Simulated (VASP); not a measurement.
# Ga (C2/c) in VASP: a series of runs

Ga is run at these levels: PBEsol, PBE, BLYP+D4; tasks: single point, relaxation of cell and atoms.

Program: VASP 6.6.1. These are calculated values, not measurements. Logs are shortened: lines on timing, memory, paths and dates and some standing lists are left out, and cuts for length are marked.

**1. The cell of the first run**

Symmetry: C2/c, No. 15, monoclinic system. Conventional cell: a = 2.766 Å, b = 8.053 Å, c = 3.332 Å, α = 90.00°, β = 92.02°, γ = 90.00°. Within 3.5 Å of Ga (site symmetry 2) lie 10 Ga at 2.69 to 3.33 Å.

**2. Single point, PBEsol**

INCAR reads:

```
SYSTEM = Ga
  ALGO = Fast
  EDIFF = 1E-6
  ENCUT = 520
  GGA = PS
  ISIF = 2
  ISMEAR = -1
  LASPH = .True.
  LCHARG = .True.
  LELF = .True.
  LREAL = .False.
  LVHAR = .True.
  LWAVE = .False.
  NBANDS = 20
  NELM = 80
  PREC = Accurate
  SIGMA = 0.05
```

KPOINTS reads:

```
k-points
0
Gamma
  8 8 6
  0 0 0
```

POSCAR reads:

```
Ga
1.0
    1.3830000000     -4.0265000000      0.0000000000
    1.3830000000      4.0265000000      0.0000000000
   -0.1174474948      0.0000000000      3.3299294416
Ga
2
Direct
    0.1310000000      0.8690000000      0.7500000000
    0.8690000000      0.1310000000      0.2500000000
```

Potentials or basis: VASP PAW PBE potentials, release 64 (Ga_d).

Run with:

```console
$ cat potpaw_PBE.64/Ga_d/POTCAR > POTCAR
$ mpirun -np 1 vasp_std > vasp.out
```

OUTCAR:

```text
SYSTEM = Ga
   EDIFF = 1E-6
   ENCUT = 520
   GGA = PS
   ISIF = 2
   ISMEAR = -1
   LASPH = .True.
   LREAL = .False.
   NELM = 80
   PREC = Accurate

 ion  position               nearest neighbor table
   1  0.131  0.869  0.750-   2 2.69   2 2.69   2 2.86   2 2.86   2 2.92   2 2.92
   2  0.869  0.131  0.250-   1 2.69   1 2.69   1 2.86   1 2.86   1 2.92   1 2.92

  LATTYP: Found a base centered monoclinic cell.
 ALAT       =     2.7660000000
 B/A-ratio  =     2.9114244396
 C/A-ratio  =     1.2046276211
 COS(beta)  =    -0.0352483478

  Lattice vectors:

 A1 = (   1.3830000000,  -4.0265000000,   0.0000000000)
 A2 = (   1.3830000000,   4.0265000000,   0.0000000000)
 A3 = (  -0.1174474948,   0.0000000000,   3.3299294416)

Analysis of symmetry for initial positions (statically):
=====================================================================
 Subroutine PRICEL returns:
 Original cell was already a primitive cell.

 Routine SETGRP: Setting up the symmetry group for a
 base centered monoclinic supercell.

 Subroutine GETGRP returns: Found  4 space group operations
 (whereof  2 operations were pure point group operations)
 out of a pool of  4 trial point group operations.

The static configuration has the point symmetry S_2 .
 The point group associated with its full space group is C_2h.

Analysis of symmetry for dynamics (positions and initial velocities):
=====================================================================
 Subroutine PRICEL returns:
 Original cell was already a primitive cell.

 Routine SETGRP: Setting up the symmetry group for a
 base centered monoclinic supercell.

 Subroutine GETGRP returns: Found  4 space group operations
 (whereof  2 operations were pure point group operations)
 out of a pool of  4 trial point group operations.

The dynamic configuration has the point symmetry S_2 .
 The point group associated with its full space group is C_2h.

 Subroutine INISYM returns: Found  4 space group operations
 (whereof  2 operations are pure point group operations),
 and found     1 'primitive' translations

----------------------------------------------------------------------------------------

                                     Primitive cell

  volume of cell :      37.0864

  direct lattice vectors                    reciprocal lattice vectors
[... 82 lines left out ...]
   LNONCOLLINEAR =      F non collinear calculations
   LSORBIT =      F    spin-orbit coupling
   LASPH  =      T    aspherical Exc in radial PAW
   ENCUT  =  520.0 eV  38.22 Ry    6.18 a.u.   7.92  7.92  6.20*2*pi/ulx,y,z
   NELM   =     80;   NELMIN=  2; NELMDL= -5     # of ELM steps
   EDIFF  = 0.1E-05   stopping-criterion for ELM
   LREAL  =      F    real-space projection
   EDIFFG = 0.1E-04   stopping-criterion for IOM
   NSW    =      0    number of steps for IOM
   IBRION =     -1    ionic relax: 0-MD 1-quasi-New 2-CG
   NFREE  =      0    steps in history (QN), initial steepest desc. (CG)
   ISIF   =      2    stress and relaxation
   ISYM   =      2    0-nonsym 1-usesym 2-fastsym
   POTIM  = 0.5000    time-step for ionic-motion
   TEBEG  =    0.0;   TEEND  =   0.0 temperature during run
   PSTRESS=    0.0 pullay stress
   NELECT =      26.0000    total number of electrons
   NUPDOWN=      -1.0000    fix difference up-down
   EMIN   =  10.00;   EMAX   =-10.00  energy-range for DOS
   EFERMI =   0.00;   METHOD = LEGACY
   ISMEAR =    -1;   SIGMA  =   0.05  broadening in eV -4-tet -1-fermi 0-gaus
   EFERMI_NEDOS =   21; number of points for ismear=-14 and -15
   IALGO  =     68    algorithm
   IMIX   =      4    mixing-type and parameters
     AMIX     =   0.40;   BMIX     =  1.00
     AMIX_MAG =   1.60;   BMIX_MAG =  1.00
  volume/ion in A,a.u.               =      18.54       125.14
  Fermi-wavevector in a.u.,A,eV,Ry     =   1.454323  2.748273 28.777089  2.115056
  Thomas-Fermi vector in A             =   2.571487
   LORBIT       =      0    0 simple, 1 ext, 2 COOP (PROOUT), +10 PAW based schemes
   GGA     = PS    functional components
   LHFCALC =     F    Hartree Fock is set to
   AEXX    =    0.0000 exact exchange contribution
   IVDW    =     0    specifies the selected vdW correction
   LEPSILON=     F    determine dielectric tensor
   LRPA    =     F    only Hartree local field effects (RPA)
 non-spin polarized calculation
 RMM-DIIS sequential band-by-band and
  energy-cutoff  :      520.00
  volume of cell :       37.09
 maximum number of plane-waves:      1010
   NGX = 15   NGY = 15   NGZ = 13

 number of electron      26.0000006 magnetization

 Free energy of the ion-electron system (eV)
  ---------------------------------------------------
  ext. energy  EPLUGINS =         0.00000000
  ---------------------------------------------------
  free energy    TOTEN  =        -6.68176517 eV

  energy without entropy =       -6.67509642  energy(sigma->0) =       -6.67843080

 E-fermi :   5.4557     XC(G=0): -11.1960

 val. band max:        5.3989685459   @ k =  -0.3750   0.2500   0.1667
 cond. band min:       5.4649952034   @ k =  -0.2500   0.3750   0.3333
 fundamental gap:      0.0660266575
 Fermi energy:         5.4557214990

 k-point     1 :       0.0000    0.0000    0.0000
  band No.  band energies     occupation
      1      -9.5924      2.00000
      2      -9.5851      2.00000
      3      -9.5496      2.00000
      4      -9.5244      2.00000
      5      -9.2483      2.00000
      6      -9.2467      2.00000
[... 541 lines left out ...]
     19      16.4253      0.00000
     20      18.0517      0.00000

 [... further k-points ...]

------------------------ aborting loop because EDIFF is reached ----------------------------------------

  FORCE on cell =-STRESS in cart. coord.  units (eV):
  Direction    XX          YY          ZZ          XY          YZ          ZX
  --------------------------------------------------------------------------------------
  -------------------------------------------------------------------------------------
  Total       -0.8178351     -0.1826378     -0.1364573      0.0000000      0.0000000     -0.1044634
  in kB      -35.3314454     -7.8901701     -5.8951165      0.0000000      0.0000000     -4.5129441
  external PRESSURE =     -16.3722440 kB  Pullay stress =       0.0000000 kB

 VOLUME and BASIS-vectors are now :
 -----------------------------------------------------------------------------
  energy-cutoff  :      520.00
  volume of cell :       37.09
      direct lattice vectors                 reciprocal lattice vectors
     1.383000000 -4.026500000  0.000000000     0.361532899 -0.124177325  0.012751361
     1.383000000  4.026500000  0.000000000     0.361532899  0.124177325  0.012751361
    -0.117447495  0.000000000  3.329929442     0.000000000  0.000000000  0.300306663

 POSITION                                       TOTAL-FORCE (eV/Angst)
 -----------------------------------------------------------------------------------
      1.29491      2.97156      2.49745        -0.000000     -0.208372     -0.000000
      1.35364     -2.97156      0.83248         0.000000      0.208372      0.000000
 -----------------------------------------------------------------------------------
    total drift:                                0.000000      0.000000     -0.000000

  FREE ENERGIE OF THE ION-ELECTRON SYSTEM (eV)
  ---------------------------------------------------
  free  energy   TOTEN  =        -6.6817651692 eV

  energy  without entropy=       -6.6750964216  energy(sigma->0) =       -6.67843080
```

It took 82 s on 1 thread of Intel Xeon Platinum 8259CL at 2.50GHz (Skylake/Cascade Lake), shared host; peak memory 0.21 GiB.

Results:

| Quantity | Value |
| --- | --- |
| Free energy | -6.6818 eV |
| Pressure | -1.6 GPa |
| Largest force | 0.208 eV/Å |
| Band gap on the k mesh | zero (band 13 reaches 9.49 eV, above the bottom of band 14 at 1.10 eV) |

Forces on the atoms (eV/Å):
```
Ga   0.000 -0.208  0.000
Ga   0.000  0.208  0.000
```

Stress tensor (GPa, compression positive):
```
-3.53  0.00 -0.45
 0.00 -0.79  0.00
-0.45  0.00 -0.59
```

Caveat: the PAW data sets were made with another functional, which shifts forces and pressure a little.

**3. Single point, PBE**

This run uses another cell than the first one, of 19.28 Å³/atom, 1.040 times its volume.

INCAR reads:

```
  PREC = Accurate
  ENCUT = 520
  EDIFF = 1E-7
  ISMEAR = -1
  SIGMA = 0.05
  LREAL = F
  LASPH = T
  NELM = 100
  ALGO = Fast
  ISIF = 2
  LWAVE = F
  LCHARG = F
  GGA = PE
  NBANDS = 20
```

KPOINTS reads:

```
regular mesh
0
Gamma
  10 10 8
```

POSCAR reads:

```
Ga
1.0
    1.4011994555     -4.0794863395      0.0000000000
    1.4011994555      4.0794863395      0.0000000000
   -0.1189930338      0.0000000000      3.3737493278
Ga
2
Direct
    0.1310000000      0.8690000000      0.7500000000
    0.8690000000      0.1310000000      0.2500000000
```

Potentials or basis: VASP PAW PBE potentials, release 64 (Ga_d).

Run with:

```console
$ cat potpaw_PBE.64/Ga_d/POTCAR > POTCAR
$ mpirun -np 1 vasp_std > vasp.out
```

It took 2.5 min on 1 thread of Intel Xeon Platinum 8259CL at 2.50GHz (Skylake/Cascade Lake), shared host; peak memory 0.27 GiB.

Results (log left out):

```yaml
Free_energy: -5.7790 eV
Pressure: -0.5 GPa
Largest_force: 0.186 eV/Å
Band_gap_on_the_k_mesh: zero (band 13 reaches 9.20 eV, above the bottom of band 14 at 1.10 eV)
```

Forces in eV/Å, atoms in the order of the input:
```
Ga   0.000 -0.186  0.000
Ga   0.000  0.186  0.000
```

Stress tensor (GPa, compression positive):
```
 0.03  0.00  0.35
 0.00 -0.25  0.00
 0.35  0.00 -1.40
```

Levels at points of the mesh, in eV from the Fermi level:
```
           k point  band 11  band 12  band 13  band 14  band 15  band 16
(0.00, 0.00, 0.00)   -10.93    -1.97    -1.73     1.63     5.38     9.41
(0.50, 0.00, 0.00)    -5.96    -4.85    -1.26    -0.06     5.60     6.37
(0.50, 0.50, 0.00)    -8.86    -8.38     3.91     4.47     5.60     5.83
(0.00, 0.00, 0.50)    -7.59    -7.59     1.69     1.69     2.36     2.36
(0.50, 0.00, 0.50)    -2.88    -2.83    -1.55    -1.49     1.73     2.26
(0.50, 0.50, 0.50)    -5.93    -5.93    -4.19    -4.19    10.53    10.53
```

(Part 1 of 2 ends here.)
